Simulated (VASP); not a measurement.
# Rh (I4/mmm) in VASP: a series of runs, part 2 of 2

VASP 6.6.1. The steps go on from the part before.

## (3) Single point, r2SCAN (strain +0.050 along x and y, -0.050 along z)

File POSCAR:

```
Rh
1.0
    0.0000000000      1.9966275000      1.8064725000
    1.9966275000      0.0000000000      1.8064725000
    1.9966275000      1.9966275000      0.0000000000
Rh
1
Direct
    0.0000000000      0.0000000000      0.0000000000
```

File INCAR.step1:

```
ALGO     = Normal         # electronic algorithm
EDIFF    = 1E-4           # SCF threshold, eV
ENCUT    = 520            # plane-wave cutoff, eV
GGA      = PE             # functional
ISMEAR   = 0              # smearing method
LASPH    = True           # aspherical terms in the spheres
LCHARG   = False          # write CHGCAR
LREAL    = False          # projectors in reciprocal space
LWAVE    = True           # write WAVECAR
NBANDS   = 14             # bands
NELM     = 60             # most SCF steps
PREC     = Accurate       # precision mode
SIGMA    = 0.15           # smearing width, eV
```

File INCAR.step2:

```
ALGO     = Normal         # electronic algorithm
EDIFF    = 1E-7           # SCF threshold, eV
ENCUT    = 520            # plane-wave cutoff, eV
ISIF     = 2              # what is computed and relaxed
ISMEAR   = 0              # smearing method
ISTART   = 1            
LASPH    = True           # aspherical terms in the spheres
LCHARG   = False          # write CHGCAR
LMIXTAU  = True         
LREAL    = False          # projectors in reciprocal space
LWAVE    = False          # write WAVECAR
METAGGA  = R2SCAN         # meta-GGA
NBANDS   = 14             # bands
NELM     = 60             # most SCF steps
PREC     = Accurate       # precision mode
SIGMA    = 0.15           # smearing width, eV
```

File KPOINTS:

```
k-points
0
Gamma
  22 22 22
```

Potentials or basis: VASP PAW PBE potentials, release 64 (Rh_pv).

Started as:

```
$ cat potpaw_PBE.64/Rh_pv/POTCAR > POTCAR
$ cp INCAR.step1 INCAR
$ mpirun -np 1 vasp_std > vasp.out
$ cp INCAR.step2 INCAR
$ mpirun -np 1 vasp_std > vasp.out
```

OUTCAR:

```text
EDIFF = 1E-7
   ENCUT = 520
   ISIF = 2
   ISMEAR = 0
   ISTART = 1
   LASPH = True
   LREAL = False
   METAGGA = R2SCAN
   NELM = 60
   PREC = Accurate

 ion  position               nearest neighbor table
   1  0.000  0.000  0.000-

  LATTYP: Found a body centered tetragonal cell.
 ALAT       =     2.8236576895
 C/A-ratio  =     1.2795265564

  Lattice vectors:

 A1 = (   0.0000000000,  -1.9966275000,  -1.8064725000)
 A2 = (   0.0000000000,   1.9966275000,  -1.8064725000)
 A3 = (   1.9966275000,   0.0000000000,   1.8064725000)

Analysis of symmetry for initial positions (statically):
=====================================================================
 Subroutine PRICEL returns:
 Original cell was already a primitive cell.

 Routine SETGRP: Setting up the symmetry group for a
 body centered tetragonal supercell.

 Subroutine GETGRP returns: Found 16 space group operations
 (whereof 16 operations were pure point group operations)
 out of a pool of 16 trial point group operations.

The static configuration has the point symmetry D_4h.

Analysis of symmetry for dynamics (positions and initial velocities):
=====================================================================
 Subroutine PRICEL returns:
 Original cell was already a primitive cell.

 Routine SETGRP: Setting up the symmetry group for a
 body centered tetragonal supercell.

 Subroutine GETGRP returns: Found 16 space group operations
 (whereof 16 operations were pure point group operations)
 out of a pool of 16 trial point group operations.

The dynamic configuration has the point symmetry D_4h.

 Subroutine INISYM returns: Found 16 space group operations
 (whereof 16 operations are pure point group operations),
 and found     1 'primitive' translations

----------------------------------------------------------------------------------------

                                     Primitive cell

  volume of cell :      14.4031
[... 113 lines left out ...]
   LHFCALC =     F    Hartree Fock is set to
   AEXX    =    0.0000 exact exchange contribution
   IVDW    =     0    specifies the selected vdW correction
   LEPSILON=     F    determine dielectric tensor
   LRPA    =     F    only Hartree local field effects (RPA)
 non-spin polarized calculation
 Gauss-broadening in eV      SIGMA  =   0.15
  energy-cutoff  :      520.00
  volume of cell :       14.40
 maximum number of plane-waves:       426
   NGX =  9   NGY =  9   NGZ = 11

 number of electron      14.9999999 magnetization

 Free energy of the ion-electron system (eV)
  ---------------------------------------------------
  ext. energy  EPLUGINS =         0.00000000
  ---------------------------------------------------
  free energy    TOTEN  =       -24.06297082 eV

  energy without entropy =      -24.04640039  energy(sigma->0) =      -24.05468561

 E-fermi :  10.8748     XC(G=0): -14.8534

 val. band max:       10.8747226314   @ k =  -0.1818   0.0455   0.1364
 cond. band min:      10.8757386347   @ k =   0.4545   0.1818   0.0909
 fundamental gap:      0.0010160033
 Fermi energy:        10.8747847243

 k-point     1 :       0.0000    0.0000    0.0000
  band No.  band energies     occupation
      1     -36.8020      2.00000
      2     -36.8020      2.00000
      3     -36.7448      2.00000
      4       3.0765      2.00000
      5       7.6968      2.00000
      6       7.6969      2.00000
      7       8.6464      2.00000
      8       9.2732      2.00000
      9      10.4052      1.99999
     10      27.8256      0.00000
     11      28.3966      0.00000
     12      32.1392      0.00000
     13      32.1392      0.00000
     14      35.3207      0.00000
[... 377 lines left out ...]
      1     -37.4445      2.00000
      2     -36.9434      2.00000
      3     -36.8241      2.00000
      4       5.0344      2.00000
      5       7.4005      2.00000
      6       8.3703      2.00000
      7      10.6047      1.98913
      8      11.6183      0.00000
      9      12.3473      0.00000
     10      19.8162      0.00000
     11      27.1798      0.00000
     12      28.3966      0.00000
     13      31.9534      0.00000
     14      33.5837      0.00000

 [... further k-points ...]

------------------------ aborting loop because EDIFF is reached ----------------------------------------

  FORCE on cell =-STRESS in cart. coord.  units (eV):
  Direction    XX          YY          ZZ          XY          YZ          ZX
  --------------------------------------------------------------------------------------
  -------------------------------------------------------------------------------------
  Total       -1.4425629     -1.4425629      0.2308327      0.0000000      0.0000000      0.0000000
  in kB     -160.4685343   -160.4685343     25.6774876      0.0000000      0.0000000      0.0000000
  external PRESSURE =     -98.4198603 kB  Pullay stress =       0.0000000 kB

 VOLUME and BASIS-vectors are now :
 -----------------------------------------------------------------------------
  energy-cutoff  :      520.00
  volume of cell :       14.40
      direct lattice vectors                 reciprocal lattice vectors
     0.000000000  1.996627500  1.806472500    -0.250422275  0.250422275  0.276782514
     1.996627500  0.000000000  1.806472500     0.250422275 -0.250422275  0.276782514
     1.996627500  1.996627500  0.000000000     0.250422275  0.250422275 -0.276782514

 POSITION                                       TOTAL-FORCE (eV/Angst)
 -----------------------------------------------------------------------------------
      0.00000      0.00000      0.00000         0.000000      0.000000      0.000000
 -----------------------------------------------------------------------------------
    total drift:                               -0.000000      0.000000      0.000000

  FREE ENERGIE OF THE ION-ELECTRON SYSTEM (eV)
  ---------------------------------------------------
  free  energy   TOTEN  =       -24.0629708226 eV

  energy  without entropy=      -24.0464003925  energy(sigma->0) =      -24.05468561
```

OSZICAR.step1:

```text
N       E                     dE             d eps       ncg     rms          rms(c)
DAV:   1     0.120061572365E+03    0.12006E+03   -0.88127E+03 23454   0.114E+03
DAV:   2    -0.611440889955E+01   -0.12618E+03   -0.12055E+03 25824   0.338E+02
DAV:   3    -0.768679035901E+01   -0.15724E+01   -0.15691E+01 28350   0.416E+01
DAV:   4    -0.769291384383E+01   -0.61235E-02   -0.61230E-02 27036   0.266E+00
DAV:   5    -0.769297085044E+01   -0.57007E-04   -0.57005E-04 27996   0.227E-01    0.908E+00
DAV:   6    -0.721652417523E+01    0.47645E+00   -0.85936E-01 25062   0.125E+01    0.310E+00
DAV:   7    -0.720400812803E+01    0.12516E-01   -0.16207E-02 27384   0.137E+00    0.154E+00
DAV:   8    -0.720099968364E+01    0.30084E-02   -0.30147E-03 25260   0.729E-01    0.146E-01
DAV:   9    -0.720090028305E+01    0.99401E-04   -0.88845E-05 15936   0.133E-01
   1 F= -.72009003E+01 E0= -.71922880E+01  d E =-.172246E-01
```

It took 14 min on 1 thread of Intel Xeon 8259CL, shared host; peak memory 0.27 GiB.

Results:

- Free energy: -24.0630 eV
- Pressure: -9.8 GPa
- Band gap on the k mesh: zero (an odd number of electrons rules out a gap without spin polarisation)

Caveat: the cell differs from its parent crystal (strain +0.050 along x and y, -0.050 along z); the cell stands under tension; the PAW data sets were made with another functional, which shifts forces and pressure a little.

## (4) Single point, r2SCAN (strain +0.050 along x and y, -0.025 along z)

File POSCAR:

```
Rh
1.0
    0.0000000000      1.9966275000      1.8540112500
    1.9966275000      0.0000000000      1.8540112500
    1.9966275000      1.9966275000      0.0000000000
Rh
1
Direct
    0.0000000000      0.0000000000      0.0000000000
```

File INCAR.step1:

```
PREC = Accurate ; ENCUT = 520
ISMEAR = 0 ; SIGMA = 0.15
LREAL = False ; LASPH = True
NELM = 80 ; NBANDS = 14
GGA = PE ; ALGO = Normal
EDIFF = 1E-4 ; LWAVE = True
LCHARG = False
```

File INCAR.step2:

```
PREC = Accurate ; ENCUT = 520
EDIFF = 1E-6 ; ISMEAR = 0
SIGMA = 0.15 ; LREAL = False
LASPH = True ; NELM = 80
ALGO = Normal ; ISIF = 2
LWAVE = False ; LCHARG = True
METAGGA = R2SCAN ; LMIXTAU = True
LELF = True ; LVHAR = True
NBANDS = 14 ; ISTART = 1
```

File KPOINTS:

```
Automatic mesh
0
Gamma
  22 22 22
```

Started as:

```
$ cat potpaw_PBE.64/Rh_pv/POTCAR > POTCAR
$ cp INCAR.step1 INCAR
$ mpirun -np 1 vasp_std > vasp.out
$ cp INCAR.step2 INCAR
$ mpirun -np 1 vasp_std > vasp.out
```

It took 12 min on 1 thread of Intel Xeon 8259CL, shared host; peak memory 0.27 GiB.

The run converged. Its results:

```
Free energy            : -24.0580 eV
Pressure               : -15.8 GPa
Band gap on the k mesh : zero (an odd number of electrons rules out a gap without spin polarisation)
```

Stress tensor (GPa, compression positive):
```
-20.27   0.00   0.00
  0.00 -20.27   0.00
  0.00   0.00  -6.78
```

Levels at points of the mesh, in eV from the Fermi level:
| k point | band 5 | band 6 | band 7 | band 8 | band 9 | band 10 |
| --- | --- | --- | --- | --- | --- | --- |
| (0.00, 0.00, 0.00) | -3.01 | -3.01 | -2.32 | -1.39 | -0.57 | 16.86 |
| (0.50, 0.00, 0.00) | -3.29 | -2.50 | 0.33 | 0.73 | 1.03 | 8.40 |
| (0.50, 0.50, 0.00) | -5.56 | 0.45 | 0.98 | 0.98 | 4.51 | 12.67 |
| (0.50, 0.00, 0.50) | -5.44 | 0.43 | 0.61 | 1.19 | 2.91 | 11.30 |

Caveat: the cell differs from its parent crystal (strain +0.050 along x and y, -0.025 along z); the cell stands under tension; an empty level that is flat over the whole mesh can mark a ghost state of the potentials, or a narrow d or f band; the PAW data sets were made with another functional, which shifts forces and pressure a little.

## (5) Overview

```csv
cell,gap on the mesh (eV),pressure (GPa)
"a = 2.623, b = 2.623, c = 2.689 Å, angles 59.2, 59.2, 61.7°, 1 atom",none,17.6
"a = 2.693, b = 2.693, c = 2.824 Å, angles 58.4, 58.4, 63.2°, 1 atom",none,-9.8
"a = 2.725, b = 2.725, c = 2.824 Å, angles 58.8, 58.8, 62.4°, 1 atom",none,-15.8
```

Alike in all rows: task single point; level r2SCAN; potentials or basis VASP PAW PBE potentials, release 64 (Rh_pv); no spin polarisation; k mesh 22 × 22 × 22; cutoff (eV) 520; smearing gaussian 0.15 eV.

Caveats: the PAW data sets were made with another functional, which shifts forces and pressure a little; the cell stands under tension (at least some runs); the cell stands under pressure (at least some runs); an empty level that is flat over the whole mesh can mark a ghost state of the potentials, or a narrow d or f band (at least some runs).

Absolute energies hang on the potentials; compare differences alone.
